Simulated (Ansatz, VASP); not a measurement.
This is a calculation of InPd for Ansatz 0.2.0.

File input:

```
crystal:
  lattice:
    - [3.2935535226, 0.0, 0.0]
    - [0.0, 3.2935535226, 0.0]
    - [0.0, 0.0, 3.2935535226]
  atoms:
    - { symbol: In, position: [0.0, 0.0, 0.0] }
    - { symbol: Pd, position: [0.5, 0.5, 0.5] }
hamiltonian:
  xc: pbe0
  pseudopotentials: { kind: paw }
kpoints:
  mp_grid: { grid: [6, 6, 6] }
scf:
  occupations: { method: fermi_dirac, width: 0.05 }
output:
  forces: true
  stress: true
  eigenvalues: true
```

Task: Set up the same calculation for VASP 6.6.1. Potentials there: VASP PAW PBE potentials, release 64 (In_d, Pd).

Result: As run (the cutoff follows the program's own potentials):

The input POSCAR:

```
InPd
1.0
    3.2935535226      0.0000000000      0.0000000000
    0.0000000000      3.2935535226      0.0000000000
    0.0000000000      0.0000000000      3.2935535226
In Pd
1 1
Direct
    0.0000000000      0.0000000000      0.0000000000
    0.5000000000      0.5000000000      0.5000000000
```

The input INCAR.step1:

```
  PREC = Accurate
  ENCUT = 520
  EDIFF = 1E-5
  ISMEAR = -1
  SIGMA = 0.05
  LREAL = False
  LASPH = True
  NELM = 100
  ALGO = Normal
  ISIF = 2
  LWAVE = True
  LCHARG = False
  GGA = PE
  NBANDS = 18
```

INCAR.step2

```
  PREC = Accurate
  ENCUT = 520
  EDIFF = 1E-7
  ISMEAR = -1
  SIGMA = 0.05
  LREAL = False
  LASPH = True
  NELM = 100
  ALGO = Normal
  ISIF = 2
  LWAVE = False
  LCHARG = False
  GGA = PE
  LHFCALC = True
  AEXX = 0.25
  PRECFOCK = Normal
  ISTART = 1
  NBANDS = 18
```

The input KPOINTS:

```
Automatic mesh
0
Gamma
  6 6 6
```

Potentials or basis: VASP PAW PBE potentials, release 64 (In_d, Pd).

The run is started by

```bash
$ cat potpaw_PBE.64/In_d/POTCAR potpaw_PBE.64/Pd/POTCAR > POTCAR
$ cp INCAR.step1 INCAR
$ mpirun -np 1 vasp_std > vasp.out
$ cp INCAR.step2 INCAR
$ mpirun -np 1 vasp_std > vasp.out
```

Both were run:

|  | VASP | Ansatz | Ansatz less VASP |
| --- | --- | --- | --- |
| gap on the k mesh at the Fermi level (eV) | none | none | - |
| pressure (GPa) | -2.4 | -2.6 | -0.20 |

A gap of «none» marks a metal or a gap that the smearing closes. With one functional, cell and mesh, what is left measures potentials, basis and numerics. VASP's potentials hold 23 valence electrons a cell and Ansatz's 31, so a difference there can come from the potentials and not from the codes.
